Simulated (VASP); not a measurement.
# Os (Fm-3m) in VASP: a series of runs

Os is run at these levels: PBEsol; tasks: single point, relaxation of volume and atoms at fixed shape.

Program: VASP 6.6.1. These are calculated values, not measurements. Logs are shortened: lines on timing, memory, paths and dates and some standing lists are left out, and cuts for length are marked.

### Step 1. The cell of the first run

The structure is cubic, space group Fm-3m (No. 225). The conventional cell has a = 3.820 Å, b = 3.820 Å, c = 3.820 Å, α = 90.00°, β = 90.00°, γ = 90.00°. Os (site symmetry m-3m) has 12 Os at 2.70 Å within 3.6 Å.

This isn't the form of Os at room conditions, which is hcp.

### Step 2. Single point, PBEsol

INCAR

```
PREC = Accurate ; ENCUT = 600
EDIFF = 1E-6 ; ISMEAR = -1
SIGMA = 0.05 ; LREAL = F
LASPH = T ; NELM = 120
ALGO = Normal ; ISIF = 2
LWAVE = F ; LCHARG = T
GGA = PS ; LELF = T
LVHAR = T ; NBANDS = 10
GGA_COMPAT = F
```

KPOINTS

```
regular mesh
0
Gamma
  19 19 19
```

POSCAR

```
Os
1.0
    0.0000000000      1.9101093846      1.9101093846
    1.9101093846      0.0000000000      1.9101093846
    1.9101093846      1.9101093846      0.0000000000
Os
1
Direct
    0.0000000000      0.0000000000      0.0000000000
```

Potentials or basis: VASP PAW PBE potentials, release 64 (Os).

Command:

```sh
> cat potpaw_PBE.64/Os/POTCAR > POTCAR
> mpirun -np 1 vasp_std > vasp.out
```

OUTCAR:

```text
PREC = Accurate
   ENCUT = 600
   EDIFF = 1E-6
   ISMEAR = -1
   LREAL = F
   LASPH = T
   NELM = 120
   ISIF = 2
   GGA = PS

 ion  position               nearest neighbor table
   1  0.000  0.000  0.000-

  LATTYP: Found a face centered cubic cell.
 ALAT       =     3.8202187692

  Lattice vectors:

 A1 = (   0.0000000000,   1.9101093846,   1.9101093846)
 A2 = (   1.9101093846,   0.0000000000,   1.9101093846)
 A3 = (   1.9101093846,   1.9101093846,   0.0000000000)

Analysis of symmetry for initial positions (statically):
=====================================================================
 Subroutine PRICEL returns:
 Original cell was already a primitive cell.

 Routine SETGRP: Setting up the symmetry group for a
 face centered cubic supercell.

 Subroutine GETGRP returns: Found 48 space group operations
 (whereof 48 operations were pure point group operations)
 out of a pool of 48 trial point group operations.

The static configuration has the point symmetry O_h .

Analysis of symmetry for dynamics (positions and initial velocities):
=====================================================================
 Subroutine PRICEL returns:
 Original cell was already a primitive cell.

 Routine SETGRP: Setting up the symmetry group for a
 face centered cubic supercell.

 Subroutine GETGRP returns: Found 48 space group operations
 (whereof 48 operations were pure point group operations)
 out of a pool of 48 trial point group operations.

The dynamic configuration has the point symmetry O_h .

 Subroutine INISYM returns: Found 48 space group operations
 (whereof 48 operations are pure point group operations),
 and found     1 'primitive' translations

----------------------------------------------------------------------------------------

                                     Primitive cell

  volume of cell :      13.9381

  direct lattice vectors                    reciprocal lattice vectors
     0.000000000  1.910109385  1.910109385    -0.261765114  0.261765114  0.261765114
     1.910109385  0.000000000  1.910109385     0.261765114 -0.261765114  0.261765114
     1.910109385  1.910109385  0.000000000     0.261765114  0.261765114 -0.261765114

  length of vectors
     2.701302597  2.701302597  2.701302597     0.453390476  0.453390476  0.453390476

  position of ions in fractional coordinates (direct lattice)
     0.000000000  0.000000000  0.000000000

  ion indices of the primitive-cell ions
   primitive index   ion index
                 1           1

----------------------------------------------------------------------------------------

 KPOINTS: regular mesh

Automatic generation of k-mesh.
 Grid dimensions read from file:
 generate k-points for:   19   19   19

 Generating k-lattice:

  Cartesian coordinates                     Fractional coordinates (reciprocal lattice)
    -0.013777111  0.013777111  0.013777111     0.052631579  0.000000000  0.000000000
     0.013777111 -0.013777111  0.013777111     0.000000000  0.052631579  0.000000000
     0.013777111  0.013777111 -0.013777111     0.000000000  0.000000000  0.052631579

  Length of vectors
     0.023862657  0.023862657  0.023862657

  Shift w.r.t. Gamma in fractional coordinates (k-lattice)
     0.000000000  0.000000000  0.000000000

 Subroutine IBZKPT returns following result:
 ===========================================

 Found    220 irreducible k-points:

 Following reciprocal coordinates:
            Coordinates               Weight
  0.000000  0.000000  0.000000      1.000000
  0.052632  0.000000  0.000000      8.000000
  0.105263  0.000000  0.000000      8.000000
  0.157895  0.000000  0.000000      8.000000
  0.210526  0.000000  0.000000      8.000000
  0.263158  0.000000  0.000000      8.000000
[... 16 lines left out ...]
 -0.315789  0.052632  0.000000     24.000000
 -0.263158  0.052632  0.000000     24.000000
 [... further k-points ...]
   k-points           NKPTS =    220   k-points in BZ     NKDIM =    220   number of bands    NBANDS=     10
   number of dos      NEDOS =    301   number of ions     NIONS =      1
   total plane-waves  NPLWV =  13824
   dimension x,y,z NGX =    24 NGY =   24 NGZ =   24
   dimension x,y,z NGXF=    48 NGYF=   48 NGZF=   48
   ions per type =               1
   NGX,Y,Z   is equivalent  to a cutoff of  14.77, 14.77, 14.77 a.u.
   NGXF,Y,Z  is equivalent  to a cutoff of  29.54, 29.54, 29.54 a.u.
 SYSTEM =  unknown system
   PREC   = accura    normal or accurate (medium, high low for compatibility)
   ISTART =      0    job   : 0-new  1-cont  2-samecut
   ICHARG =      2    charge: 1-file 2-atom 10-const
   ISPIN  =      1    spin polarized calculation?
   LNONCOLLINEAR =      F non collinear calculations
   LSORBIT =      F    spin-orbit coupling
   LASPH  =      T    aspherical Exc in radial PAW
   ENCUT  =  600.0 eV  44.10 Ry    6.64 a.u.   5.40  5.40  5.40*2*pi/ulx,y,z
   NELM   =    120;   NELMIN=  2; NELMDL= -5     # of ELM steps
   EDIFF  = 0.1E-05   stopping-criterion for ELM
   LREAL  =      F    real-space projection
   EDIFFG = 0.1E-04   stopping-criterion for IOM
   NSW    =      0    number of steps for IOM
   IBRION =     -1    ionic relax: 0-MD 1-quasi-New 2-CG
   NFREE  =      0    steps in history (QN), initial steepest desc. (CG)
   ISIF   =      2    stress and relaxation
   ISYM   =      2    0-nonsym 1-usesym 2-fastsym
   POTIM  = 0.5000    time-step for ionic-motion
   TEBEG  =    0.0;   TEEND  =   0.0 temperature during run
   PSTRESS=    0.0 pullay stress
   NELECT =       8.0000    total number of electrons
   NUPDOWN=      -1.0000    fix difference up-down
   EMIN   =  10.00;   EMAX   =-10.00  energy-range for DOS
   EFERMI =   0.00;   METHOD = LEGACY
   ISMEAR =    -1;   SIGMA  =   0.05  broadening in eV -4-tet -1-fermi 0-gaus
   EFERMI_NEDOS =   21; number of points for ismear=-14 and -15
   IALGO  =     38    algorithm
   IMIX   =      4    mixing-type and parameters
     AMIX     =   0.40;   BMIX     =  1.00
     AMIX_MAG =   1.60;   BMIX_MAG =  1.00
  volume/ion in A,a.u.               =      13.94        94.06
  Fermi-wavevector in a.u.,A,eV,Ry     =   1.360515  2.571000 25.184389  1.851000
  Thomas-Fermi vector in A             =   2.487170
   LORBIT       =      0    0 simple, 1 ext, 2 COOP (PROOUT), +10 PAW based schemes
   GGA     = PS    functional components
   LHFCALC =     F    Hartree Fock is set to
   AEXX    =    0.0000 exact exchange contribution
   IVDW    =     0    specifies the selected vdW correction
   LEPSILON=     F    determine dielectric tensor
   LRPA    =     F    only Hartree local field effects (RPA)
 non-spin polarized calculation
  energy-cutoff  :      600.00
  volume of cell :       13.94
 maximum number of plane-waves:       485
 NGX is ok and might be reduce to    24
   NGX = 11   NGY = 11   NGZ = 11

 number of electron       8.0000000 magnetization

 Free energy of the ion-electron system (eV)
  ---------------------------------------------------
  ext. energy  EPLUGINS =         0.00000000
  ---------------------------------------------------
  free energy    TOTEN  =       -12.10726035 eV

  energy without entropy =      -12.10247201  energy(sigma->0) =      -12.10486618

 E-fermi :   9.2821     XC(G=0): -14.1730

 val. band max:        9.2814075889   @ k =   0.4737   0.4211   0.0526
 cond. band min:       9.2987607320   @ k =   0.0000   0.0000   0.0000
 fundamental gap:      0.0173531431
 Fermi energy:         9.2821228969

 k-point     1 :       0.0000    0.0000    0.0000
  band No.  band energies     occupation
      1      -1.6683      2.00000
      2       6.2077      2.00000
      3       6.2077      2.00000
      4       6.2077      2.00000
      5       9.2988      0.83514
      6       9.2988      0.83514
      7      23.5060      0.00000
      8      29.3362      0.00000
      9      29.3362      0.00000
     10      29.3362      0.00000

 k-point     2 :       0.0526    0.0000    0.0000
  band No.  band energies     occupation
      1      -1.5372      2.00000
      2       6.1265      2.00000
      3       6.2682      2.00000
      4       6.2682      2.00000
      5       9.2537      1.27686
      6       9.2537      1.27686
      7      23.7527      0.00000
      8      28.6360      0.00000
      9      29.5695      0.00000
     10      29.5695      0.00000

 k-point     3 :       0.1053    0.0000    0.0000
  band No.  band energies     occupation
      1      -1.1569      2.00000
      2       5.9147      2.00000
      3       6.4291      2.00000
      4       6.4291      2.00000
      5       9.1502      1.86666
      6       9.1502      1.86666
      7      24.4353      0.00000
      8      27.2937      0.00000
      9      30.2512      0.00000
     10      30.2512      0.00000

 k-point     4 :       0.1579    0.0000    0.0000
  band No.  band energies     occupation
      1      -0.5707      2.00000
      2       5.6600      2.00000
      3       6.6197      2.00000
      4       6.6197      2.00000
      5       9.0848      1.96205
      6       9.0848      1.96205
      7      25.1833      0.00000
      8      26.1395      0.00000
      9      31.3310      0.00000
     10      31.3310      0.00000
[... 222 lines left out ...]
 k-point    22 :      -0.3684    0.0526    0.0000
  band No.  band energies     occupation
      1       1.5790      2.00000
      2       6.1565      2.00000
      3       6.3096      2.00000
      4       7.1899      2.00000
      5      10.6860      0.00000
      6      11.5950      0.00000
      7      20.2204      0.00000
      8      24.2918      0.00000
      9      30.3604      0.00000
     10      31.8944      0.00000

 k-point    23 :      -0.3158    0.0526    0.0000
  band No.  band energies     occupation
      1       1.4548      2.00000
      2       6.2144      2.00000
      3       6.3726      2.00000
      4       6.4940      2.00000
      5       9.9812      0.00000
      6      10.9679      0.00000
      7      21.6069      0.00000
      8      25.4834      0.00000
      9      31.5186      0.00000
     10      33.7919      0.00000

 k-point    24 :      -0.2632    0.0526    0.0000
  band No.  band energies     occupation
      1       1.0930      2.00000
      2       5.5792      2.00000
      3       6.5758      2.00000
      4       6.6933      2.00000
      5       9.3208      0.63121
      6      10.3178      0.00000
      7      22.8774      0.00000
      8      26.7183      0.00000
      9      32.5868      0.00000
     10      33.2531      0.00000

 [... further k-points ...]
[... 5 lines left out ...]
  --------------------------------------------------------------------------------------
  -------------------------------------------------------------------------------------
  Total        0.0600697      0.0600697      0.0600697     -0.0000000     -0.0000000      0.0000000
  in kB        6.9049664      6.9049664      6.9049664     -0.0000000     -0.0000000      0.0000000
  external PRESSURE =       6.9049664 kB  Pullay stress =       0.0000000 kB

 VOLUME and BASIS-vectors are now :
 -----------------------------------------------------------------------------
  energy-cutoff  :      600.00
  volume of cell :       13.94
      direct lattice vectors                 reciprocal lattice vectors
     0.000000000  1.910109385  1.910109385    -0.261765114  0.261765114  0.261765114
     1.910109385  0.000000000  1.910109385     0.261765114 -0.261765114  0.261765114
     1.910109385  1.910109385  0.000000000     0.261765114  0.261765114 -0.261765114

 POSITION                                       TOTAL-FORCE (eV/Angst)
 -----------------------------------------------------------------------------------
      0.00000      0.00000      0.00000        -0.000000      0.000000     -0.000000
 -----------------------------------------------------------------------------------
    total drift:                               -0.000000     -0.000000     -0.000000

  FREE ENERGIE OF THE ION-ELECTRON SYSTEM (eV)
  ---------------------------------------------------
  free  energy   TOTEN  =       -12.1072603463 eV

  energy  without entropy=      -12.1024720073  energy(sigma->0) =      -12.10486618
```

Wall time 26 s (1 thread of AMD EPYC 9R45 (Zen 5), shared host); peak memory 0.14 GiB.

Results:

| Property | Result |
| --- | --- |
| Free energy | -12.1073 eV |
| Pressure | 0.7 GPa |
| Band gap on the k mesh | zero (bands 4 and 5 overlap by 3.85 eV) |

Caveat: the PAW data sets were made with another functional, which shifts forces and pressure a little; spin-orbit coupling is left out, which moves the levels of the heavy elements.

### Step 3. Relaxation of volume and atoms at fixed shape, PBEsol

This run uses another cell than the first one, of 14.72 Å³/atom.

INCAR

```
PREC = Accurate
ENCUT = 600
EDIFF = 1E-7
ISMEAR = -1
SIGMA = 0.05
LREAL = False
LASPH = True
NELM = 120
ALGO = Normal
ISIF = 8
LWAVE = False
LCHARG = False
GGA = PS
IBRION = 2
NSW = 80
EDIFFG = -0.02
GGA_COMPAT = False
NELMIN = 4
```

KPOINTS is that of step 2.

POSCAR

```
Os
1.0
    0.0000000000      1.9450000000      1.9450000000
    1.9450000000      0.0000000000      1.9450000000
    1.9450000000      1.9450000000      0.0000000000
Os
1
Direct
    0.0000000000      0.0000000000      0.0000000000
```

Potentials or basis: VASP PAW PBE potentials, release 64 (Os).

Command:

```sh
> cat potpaw_PBE.64/Os/POTCAR > POTCAR
> mpirun -np 1 vasp_std > vasp.out
```

It took 79 s on 1 thread of AMD EPYC 9R45 (Zen 5), shared host; peak memory 0.15 GiB.

The run converged. Its results:

```yaml
Free_energy: -12.1074 eV
Relaxed_volume: 13.96 Å³/atom
Relaxed_cell: a = 2.703 Å, b = 2.703 Å, c = 2.703 Å, α = 60.00°, β = 60.00°, γ = 60.00°
Space_group_after_relaxing_to_0.1_Å: Fm-3m (No. 225)
Pressure_after_relaxing: 0.0 GPa
Band_gap_on_the_k_mesh: zero (bands 4 and 5 overlap by 3.84 eV)
```

Final structure:
```yaml
crystal:
  lattice:
    - [0.00000, 1.91115, 1.91115]
    - [1.91115, 0.00000, 1.91115]
    - [1.91115, 1.91115, 0.00000]
  atoms:
    - { symbol: Os, position: [0.00000, 0.00000, 0.00000] }
```

Levels at points of the mesh, in eV from the Fermi level:
| k point | band 1 | band 2 | band 3 | band 4 | band 5 | band 6 | band 7 | band 8 |
| --- | --- | --- | --- | --- | --- | --- | --- | --- |
| (0.00, 0.00, 0.00) | -10.94 | -3.07 | -3.07 | -3.07 | 0.02 | 0.02 | 14.23 | 20.05 |

Caveat: the PAW data sets were made with another functional, which shifts forces and pressure a little; spin-orbit coupling is left out, which moves the levels of the heavy elements.
